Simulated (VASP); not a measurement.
Here is a VASP 6.6.1 calculation.

File INCAR:

```
PREC     = Accurate       # precision mode
ENCUT    = 520            # plane-wave cutoff, eV
EDIFF    = 1E-6           # SCF threshold, eV
ISMEAR   = -1             # smearing method
SIGMA    = 0.0853         # smearing width, eV
LREAL    = Auto         
LASPH    = T              # aspherical terms in the spheres
NELM     = 80             # most SCF steps
ALGO     = Normal         # electronic algorithm
ISIF     = 2              # what is computed and relaxed
LWAVE    = F              # write WAVECAR
LCHARG   = T              # write CHGCAR
GGA      = PE             # functional
LELF     = T              # ELF
LVHAR    = T            
ISYM     = 0            
NBANDS   = 114            # bands
```

Contents of KPOINTS:

```
Automatic mesh
0
Gamma
  1 1 1
  0.25 0.25 0.25
```

Contents of POSCAR:

```
Cu7Si2Ni4Pt7
1.0
    6.3918180000      0.0201270000      0.0956380000
    0.0201270000      6.3566260000      0.0266190000
    0.0956380000      0.0266190000      6.4557280000
Cu Pt Ni Si
7 7 4 2
Direct
    0.6428924464      0.5891972068      0.7104782314
    0.6902645500      0.1524683247      0.4267225826
    0.9233142796      0.8779040932      0.5929399659
    0.1201024546      0.7733093647      0.2996462861
    0.1697870692      0.1221092604      0.4527516460
    0.7309583763      0.7594428832      0.3154372354
    0.1856393384      0.3304126736      0.0153591617
    0.9290801061      0.3306237062      0.6647942361
    0.9034727448      0.0777854934      0.1512271120
    0.4153051730      0.0448196457      0.1696693215
    0.3915412239      0.4893886234      0.3622601114
    0.2236081148      0.5969970785      0.7183323247
    0.6501821800      0.4022394168      0.0489969010
    0.4424458327      0.2381494659      0.7109886081
    0.1793243693      0.9675083303      0.8605180813
    0.4835604673      0.8335055244      0.5400838078
    0.6507948554      0.9509714641      0.8578653519
    0.9286304114      0.7049570004     -0.0173388045
    0.3389514479      0.7042891980      0.0368870695
    0.9178633461      0.4350787960      0.2973055901
```

Potentials or basis: VASP PAW PBE potentials, release 64 (Cu, Pt, Ni, Si).

Command:

```console
$ cat potpaw_PBE.64/Cu/POTCAR potpaw_PBE.64/Pt/POTCAR potpaw_PBE.64/Ni/POTCAR potpaw_PBE.64/Si/POTCAR > POTCAR
$ mpirun -np 1 vasp_std > vasp.out
```

Predict the pressure.

10.7 GPa.

Estimate the largest force.

3.842 eV/Å.

Stress tensor (GPa, compression positive):
```
11.49 -0.50 -4.90
-0.50  7.98  5.15
-4.90  5.15 12.54
```

Caveat: the k points lie up to 0.99 Å⁻¹ apart; spin-orbit coupling is left out, which moves the levels of the heavy elements. Spin polarisation is off, so any magnetic state and its effect on volume and gap are missing.
